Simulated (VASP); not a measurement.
BeB2, 12 atoms in the cell. The cell holds a slab with vacuum, 12 atoms: a = 4.106 Å, b = 2.930 Å, c = 17.295 Å, α = 90.00°, β = 90.00°, γ = 69.10°. 

```yaml
Program: VASP 6.6.1
Task: single point
Functional: PBEsol
Potentials_or_basis: VASP PAW PBE potentials, release 64 (Be, B)
Cutoff: 520 eV
k_mesh: 6 × 6 × 1
Occupations: fermi-dirac, width 0.1 eV
Spin: no spin polarisation
Dipole_correction: yes
Further_INCAR_settings: ALGO = Normal; EDIFF = 1e-06; NBANDS = 28
```

Potentials or basis: VASP PAW PBE potentials, release 64 (Be, B).

Command:

```bash
$ cat potpaw_PBE.64/Be/POTCAR potpaw_PBE.64/B/POTCAR > POTCAR
$ mpirun -np 1 vasp_std > vasp.out
```

Hardware: 1 thread of Intel(R) Xeon(R) Platinum 8259CL CPU @ 2.50GHz (Skylake/Cascade Lake) (shared host).

Question: Estimate the wall time of this run.

Answer: Run time: 100 s on 1 thread of Intel(R) Xeon(R) Platinum 8259CL CPU @ 2.50GHz (Skylake/Cascade Lake) (shared host), peak memory 0.33 GiB. Counts: scf iterations 22, k points 13.
